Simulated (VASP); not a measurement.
# TiO2 (I4/mmm) in VASP: a series of runs

TiO2 is run at these levels: HSE06, r2SCAN; tasks: single point.

All numbers are computed with VASP 6.6.1; they aren't measurements. Logs are shortened: lines on timing, memory, paths and dates and some standing lists are left out, and cuts for length are marked.

### 1 The cell of the first run

It takes space group I4/mmm (No. 139, tetragonal). The conventional cell has a = 3.390 Å, b = 3.390 Å, c = 5.054 Å, α = 90.00°, β = 90.00°, γ = 90.00°. Ti (site symmetry 4/mmm) has 8 O at 2.11 Å within 2.8 Å. Within 2.8 Å of O (site symmetry -4m2) lie 4 Ti at 2.11 Å and 6 O at 2.40 to 2.53 Å.

### 2 Single point, HSE06 (uniaxial z strain +5.4%)

The input, POSCAR:

```
TiO2
1.0
    0.0000000000      2.3968272579      2.5269749780
    2.3968272579      0.0000000000      2.5269749780
    2.3968272579      2.3968272579      0.0000000000
Ti O
1 2
Direct
    0.0000000000      0.0000000000      0.0000000000
    0.2500000000      0.2500000000      0.2500000000
    0.7500000000      0.7500000000      0.7500000000
```

The input, INCAR.step1:

```
  ALGO = Normal
  EDIFF = 1E-5
  ENCUT = 520
  GGA = PE
  GGA_COMPAT = False
  ISIF = 2
  ISMEAR = 0
  KPAR = 4
  LASPH = True
  LCHARG = False
  LREAL = False
  LWAVE = True
  NBANDS = 19
  NELM = 120
  PREC = Accurate
  SIGMA = 0.01
```

The input, INCAR.step2:

```
  ALGO = Normal
  EDIFF = 1E-6
  ENCUT = 520
  GGA = PE
  GGA_COMPAT = False
  HFSCREEN = 0.2079
  ISIF = 2
  ISMEAR = 0
  ISTART = 1
  KPAR = 4
  LASPH = True
  LCHARG = False
  LHFCALC = True
  LREAL = False
  LWAVE = False
  NBANDS = 19
  NELM = 120
  PREC = Accurate
  PRECFOCK = Normal
  SIGMA = 0.01
```

The input, KPOINTS:

```
k-points
0
Gamma
  6 6 6
```

Potentials or basis: VASP PAW PBE potentials, release 64 (Ti_sv, O).

Run with:

```bash
$ cat potpaw_PBE.64/Ti_sv/POTCAR potpaw_PBE.64/O/POTCAR > POTCAR
$ cp INCAR.step1 INCAR
$ mpirun -np 4 vasp_std > vasp.out
$ cp INCAR.step2 INCAR
$ mpirun -np 4 vasp_std > vasp.out
```

OUTCAR:

```text
EDIFF = 1E-6
   ENCUT = 520
   GGA = PE
   HFSCREEN = 0.2079
   ISIF = 2
   ISMEAR = 0
   ISTART = 1
   LASPH = True
   LHFCALC = True
   LREAL = False
   NELM = 120
   PREC = Accurate
   PRECFOCK = Normal

 ion  position               nearest neighbor table
   1  0.000  0.000  0.000-   3 2.11   3 2.11   3 2.11   2 2.11   3 2.11   2 2.11   2 2.11   2 2.11

   2  0.250  0.250  0.250-   1 2.11   1 2.11   1 2.11   1 2.11
   3  0.750  0.750  0.750-   1 2.11   1 2.11   1 2.11   1 2.11

  LATTYP: Found a body centered tetragonal cell.
 ALAT       =     3.3896256148
 C/A-ratio  =     1.4910053588

  Lattice vectors:

 A1 = (  -2.3968272579,   0.0000000000,   2.5269749780)
 A2 = (   2.3968272579,   0.0000000000,   2.5269749780)
 A3 = (   0.0000000000,   2.3968272579,  -2.5269749780)

Analysis of symmetry for initial positions (statically):
=====================================================================
 Subroutine PRICEL returns:
 Original cell was already a primitive cell.

 Routine SETGRP: Setting up the symmetry group for a
 body centered tetragonal supercell.

 Subroutine GETGRP returns: Found 16 space group operations
 (whereof 16 operations were pure point group operations)
 out of a pool of 16 trial point group operations.

The static configuration has the point symmetry D_4h.

Analysis of symmetry for dynamics (positions and initial velocities):
=====================================================================
 Subroutine PRICEL returns:
 Original cell was already a primitive cell.

 Routine SETGRP: Setting up the symmetry group for a
 body centered tetragonal supercell.

 Subroutine GETGRP returns: Found 16 space group operations
 (whereof 16 operations were pure point group operations)
 out of a pool of 16 trial point group operations.

The dynamic configuration has the point symmetry D_4h.

 Subroutine INISYM returns: Found 16 space group operations
 (whereof 16 operations are pure point group operations),
 and found     1 'primitive' translations

----------------------------------------------------------------------------------------

                                     Primitive cell

  volume of cell :      29.0338

  direct lattice vectors                    reciprocal lattice vectors
     0.000000000  2.396827258  2.526974978    -0.208609110  0.208609110  0.197865038
     2.396827258  0.000000000  2.526974978     0.208609110 -0.208609110  0.197865038
     2.396827258  2.396827258  0.000000000     0.208609110  0.208609110 -0.197865038

  length of vectors
     3.482870001  3.482870001  3.389625615     0.355226821  0.355226821  0.355226821

  position of ions in fractional coordinates (direct lattice)
     0.000000000  0.000000000  0.000000000
     0.250000000  0.250000000  0.250000000
     0.750000000  0.750000000  0.750000000

  ion indices of the primitive-cell ions
   primitive index   ion index
                 1           1
                 2           2
                 3           3

----------------------------------------------------------------------------------------

 KPOINTS: k-points

Automatic generation of k-mesh.
 Grid dimensions read from file:
 generate k-points for:    6    6    6

 Generating k-lattice:

  Cartesian coordinates                     Fractional coordinates (reciprocal lattice)
    -0.034768185  0.034768185  0.032977506     0.166666667  0.000000000  0.000000000
     0.034768185 -0.034768185  0.032977506     0.000000000  0.166666667  0.000000000
     0.034768185  0.034768185 -0.032977506     0.000000000  0.000000000  0.166666667

  Length of vectors
     0.059204470  0.059204470  0.059204470

  Shift w.r.t. Gamma in fractional coordinates (k-lattice)
     0.000000000  0.000000000  0.000000000

 Subroutine IBZKPT returns following result:
 ===========================================

 Found     30 irreducible k-points:

 Following reciprocal coordinates:
            Coordinates               Weight
  0.000000  0.000000  0.000000      1.000000
  0.166667 -0.000000  0.000000      8.000000
  0.333333 -0.000000  0.000000      8.000000
  0.500000 -0.000000  0.000000      4.000000
  0.166667  0.166667  0.000000      2.000000
  0.333333  0.166667  0.000000      8.000000
[... 16 lines left out ...]
  0.333333  0.000000  0.333333      4.000000
  0.500000  0.000000  0.333333     16.000000
 [... further k-points ...]
   k-points           NKPTS =     30   k-points in BZ     NKDIM =    216   number of bands    NBANDS=     19
   number of dos      NEDOS =    301   number of ions     NIONS =      3
   total plane-waves  NPLWV =  21952
   dimension x,y,z NGX =    28 NGY =   28 NGZ =   28
   dimension x,y,z NGXF=    56 NGYF=   56 NGZF=   56
   ions per type =               1   2
   NGX,Y,Z   is equivalent  to a cutoff of  13.37, 13.37, 13.73 a.u.
   NGXF,Y,Z  is equivalent  to a cutoff of  26.73, 26.73, 27.47 a.u.
 SYSTEM =  unknown system
   PREC   = accura    normal or accurate (medium, high low for compatibility)
   ISTART =      1    job   : 0-new  1-cont  2-samecut
   ICHARG =      0    charge: 1-file 2-atom 10-const
   ISPIN  =      1    spin polarized calculation?
   LNONCOLLINEAR =      F non collinear calculations
   LSORBIT =      F    spin-orbit coupling
   LASPH  =      T    aspherical Exc in radial PAW
   ENCUT  =  520.0 eV  38.22 Ry    6.18 a.u.   6.48  6.48  6.30*2*pi/ulx,y,z
   NELM   =    120;   NELMIN=  2; NELMDL=  0     # of ELM steps
   EDIFF  = 0.1E-05   stopping-criterion for ELM
   LREAL  =      F    real-space projection
   EDIFFG = 0.1E-04   stopping-criterion for IOM
   NSW    =      0    number of steps for IOM
   IBRION =     -1    ionic relax: 0-MD 1-quasi-New 2-CG
   NFREE  =      0    steps in history (QN), initial steepest desc. (CG)
   ISIF   =      2    stress and relaxation
   ISYM   =      3    0-nonsym 1-usesym 2-fastsym
   POTIM  = 0.5000    time-step for ionic-motion
   TEBEG  =    0.0;   TEEND  =   0.0 temperature during run
   PSTRESS=    0.0 pullay stress
   NELECT =      24.0000    total number of electrons
   NUPDOWN=      -1.0000    fix difference up-down
   EMIN   =  10.00;   EMAX   =-10.00  energy-range for DOS
   EFERMI =   0.00;   METHOD = LEGACY
   ISMEAR =     0;   SIGMA  =   0.01  broadening in eV -4-tet -1-fermi 0-gaus
   EFERMI_NEDOS =   21; number of points for ismear=-14 and -15
   IALGO  =     38    algorithm
   IMIX   =      1    mixing-type and parameters
     AMIX     =   0.40;   BMIX     =  1.00
     AMIX_MAG =   1.60;   BMIX_MAG =  1.00
  volume/ion in A,a.u.               =       9.68        65.31
  Fermi-wavevector in a.u.,A,eV,Ry     =   1.536422  2.903416 32.117801  2.360592
  Thomas-Fermi vector in A             =   2.643073
   LORBIT       =      0    0 simple, 1 ext, 2 COOP (PROOUT), +10 PAW based schemes
   GGA     = PE    functional components
   LHFCALC =     T    Hartree Fock is set to
   PRECFOCK=normal    Normal, Fast or Accurate (Low or Medium for compatibility)
   ENCUT4O =  -1.0   cutoff for four orbital integrals eV
   NKREDX  =     1    reduce k-point grid by
   NKREDY  =     1    reduce k-point grid by
   NKREDZ  =     1    reduce k-point grid by
   AEXX    =    0.2500 exact exchange contribution
   HFSCREEN=    0.2079 screening length (either q_TF or 0.3 A-1)
   HFSCREENC=   0.2079 screening length for correlation (either q_TF or 0.3 A-1)
   ENCUTFOCK=  -1.0 apply spherical cutoff to Coloumb kernel
   IVDW    =     0    specifies the selected vdW correction
   LEPSILON=     F    determine dielectric tensor
   LRPA    =     F    only Hartree local field effects (RPA)
 non-spin polarized calculation
 Gauss-broadening in eV      SIGMA  =   0.01
  energy-cutoff  :      520.00
  volume of cell :       29.03
 maximum number of plane-waves:       800
 NGX is ok and might be reduce to    28
  NGX = 20; NGY = 20; NGZ = 20

 number of electron      24.0000001 magnetization

 Free energy of the ion-electron system (eV)
  ---------------------------------------------------
  ext. energy  EPLUGINS =         0.00000000
  ---------------------------------------------------
  free energy    TOTEN  =       -32.08166181 eV

  energy without entropy =      -32.08166181  energy(sigma->0) =      -32.08166181

 E-fermi :   6.2962     XC(G=0):  -9.7945

 val. band max:        6.1918925940   @ k =   0.5000   0.0000   0.5000
 cond. band min:       8.3341852312   @ k =   0.0000   0.0000   0.0000
 fundamental gap:      2.1422926372
 Fermi energy:         6.2961690091

 k-point     1 :       0.0000    0.0000    0.0000
  band No.  band energies     occupation
      1     -56.4573      2.00000
      2     -30.8611      2.00000
      3     -30.8611      2.00000
      4     -30.8396      2.00000
      5     -15.3118      2.00000
      6     -11.5063      2.00000
[... 11 lines left out ...]
     18      14.5718      0.00000
     19      21.1071      0.00000

 k-point     2 :       0.1667   -0.0000    0.0000
  band No.  band energies     occupation
      1     -56.4527      2.00000
      2     -30.9130      2.00000
      3     -30.8673      2.00000
      4     -30.8531      2.00000
      5     -14.9981      2.00000
      6     -11.8589      2.00000
[... 11 lines left out ...]
     18      15.5767      0.00000
     19      21.0490      0.00000

 k-point     3 :       0.3333   -0.0000    0.0000
  band No.  band energies     occupation
      1     -56.4436      2.00000
      2     -31.0225      2.00000
      3     -30.8796      2.00000
      4     -30.8714      2.00000
      5     -14.2661      2.00000
      6     -12.5626      2.00000
[... 11 lines left out ...]
     18      17.1799      0.00000
     19      21.0667      0.00000

 k-point     4 :       0.5000   -0.0000    0.0000
  band No.  band energies     occupation
      1     -56.4390      2.00000
      2     -31.0763      2.00000
      3     -30.8858      2.00000
      4     -30.8802      2.00000
      5     -13.7126      2.00000
      6     -13.0548      2.00000
[... 407 lines left out ...]
     18      19.0219      0.00000
     19      22.6512      0.00000

 k-point    23 :       0.3333    0.0000    0.3333
  band No.  band energies     occupation
      1     -56.4381      2.00000
      2     -31.0333      2.00000
      3     -30.9259      2.00000
      4     -30.8885      2.00000
      5     -13.8707      2.00000
      6     -12.7969      2.00000
[... 11 lines left out ...]
     18      17.2459      0.00000
     19      20.8778      0.00000

 k-point    24 :       0.5000    0.0000    0.3333
  band No.  band energies     occupation
      1     -56.4335      2.00000
      2     -31.0603      2.00000
      3     -30.9504      2.00000
      4     -30.9052      2.00000
      5     -13.3950      2.00000
      6     -13.1090      2.00000
[... 11 lines left out ...]
     18      18.4550      0.00000
     19      21.4020      0.00000

 [... further k-points ...]

------------------------ aborting loop because EDIFF is reached ----------------------------------------

  FORCE on cell =-STRESS in cart. coord.  units (eV):
  Direction    XX          YY          ZZ          XY          YZ          ZX
  --------------------------------------------------------------------------------------
  -------------------------------------------------------------------------------------
  Total       -1.0686139     -1.0686139     -6.3745101      0.0000000     -0.0000000     -0.0000000
  in kB      -58.9694390    -58.9694390   -351.7652922      0.0000000     -0.0000000     -0.0000000
  external PRESSURE =    -156.5680568 kB  Pullay stress =       0.0000000 kB

 VOLUME and BASIS-vectors are now :
 -----------------------------------------------------------------------------
  energy-cutoff  :      520.00
  volume of cell :       29.03
      direct lattice vectors                 reciprocal lattice vectors
     0.000000000  2.396827258  2.526974978    -0.208609110  0.208609110  0.197865038
     2.396827258  0.000000000  2.526974978     0.208609110 -0.208609110  0.197865038
     2.396827258  2.396827258  0.000000000     0.208609110  0.208609110 -0.197865038

 POSITION                                       TOTAL-FORCE (eV/Angst)
 -----------------------------------------------------------------------------------
      0.00000      0.00000      0.00000        -0.000000     -0.000000     -0.000000
      1.19841      1.19841      1.26349        -0.000000     -0.000000      0.000000
      3.59524      3.59524      3.79046         0.000000      0.000000      0.000000
 -----------------------------------------------------------------------------------
    total drift:                                0.000000     -0.000000      0.000000

  FREE ENERGIE OF THE ION-ELECTRON SYSTEM (eV)
  ---------------------------------------------------
  free  energy   TOTEN  =       -32.0816618062 eV

  energy  without entropy=      -32.0816618062  energy(sigma->0) =      -32.08166181
```

Run time: 32 min. Hardware: 4 MPI ranks of Intel Xeon Platinum 8259CL at 2.50GHz (Skylake/Cascade Lake), shared host; peak memory 0.26 GiB.

What came out:

| Quantity | Value |
| --- | --- |
| Free energy | -32.0817 eV |
| Pressure | -15.7 GPa |
| Band gap on the k mesh | 2.14 eV (least direct gap 2.79 eV) |

Caveat: the cell differs from its parent crystal (uniaxial z strain +5.4%); the stress differs along the axes, from -35 to -6 GPa; the structure was generated, so it needn't be the stable form of TiO2; the PAW data sets were made with another functional, which shifts forces and pressure a little.

### 3 Single point, r2SCAN (uniaxial z strain +5.4%)

POSCAR is that of step 2.

The input, INCAR.step1:

```
  PREC = Accurate
  ENCUT = 1480
  ISMEAR = 0
  SIGMA = 0.01
  LREAL = F
  LASPH = T
  NELM = 120
  NBANDS = 19
  GGA = PE
  ALGO = Normal
  EDIFF = 1E-5
  LWAVE = T
  LCHARG = F
  GGA_COMPAT = F
```

The input, INCAR.step2:

```
  PREC = Accurate
  ENCUT = 1480
  EDIFF = 1E-6
  ISMEAR = 0
  SIGMA = 0.01
  LREAL = F
  LASPH = T
  NELM = 120
  ALGO = Normal
  ISIF = 2
  LWAVE = F
  LCHARG = T
  METAGGA = R2SCAN
  LMIXTAU = T
  LELF = T
  LVHAR = T
  NBANDS = 19
  ISTART = 1
  GGA_COMPAT = F
```

The input, KPOINTS:

```
Automatic mesh
0
Gamma
  10 10 10
```

Potentials or basis: VASP PAW PBE potentials, release 64 (Ti_sv, O_h).

Run with:

```bash
$ cat potpaw_PBE.64/Ti_sv/POTCAR potpaw_PBE.64/O_h/POTCAR > POTCAR
$ cp INCAR.step1 INCAR
$ mpirun -np 1 vasp_std > vasp.out
$ cp INCAR.step2 INCAR
$ mpirun -np 1 vasp_std > vasp.out
```

It took 10 min on 1 thread of Intel Xeon 6975P-C (Granite Rapids), shared host; peak memory 0.54 GiB.

The run converged. Its results:

- Free energy: -33.9933 eV
- Pressure: -11.7 GPa
- Band gap on the k mesh: 1.13 eV (least direct gap 1.70 eV)

Stress tensor (GPa, compression positive):
```
 -2.36   0.00   0.00
  0.00  -2.36   0.00
  0.00   0.00 -30.43
```

Levels at points of the mesh, in eV from the valence-band top:
| k point | band 10 | band 11 | band 12 | band 13 | band 14 | band 15 |
| --- | --- | --- | --- | --- | --- | --- |
| (0.00, 0.00, 0.00) | -1.61 | -0.80 | -0.80 | 1.13 | 1.38 | 5.03 |
| (0.50, 0.00, 0.00) | -3.43 | -2.75 | -2.64 | 1.49 | 1.61 | 2.64 |
| (0.50, 0.50, 0.00) | -2.08 | -2.08 | -0.58 | 1.80 | 1.90 | 2.45 |
| (0.50, 0.00, 0.50) | -2.75 | -1.85 | 0.00 | 1.70 | 2.13 | 2.77 |

Caveat: the cell differs from its parent crystal (uniaxial z strain +5.4%); the stress differs along the axes, from -30 to -2 GPa; the structure was generated, so it needn't be the stable form of TiO2; the PAW data sets were made with another functional, which shifts forces and pressure a little.
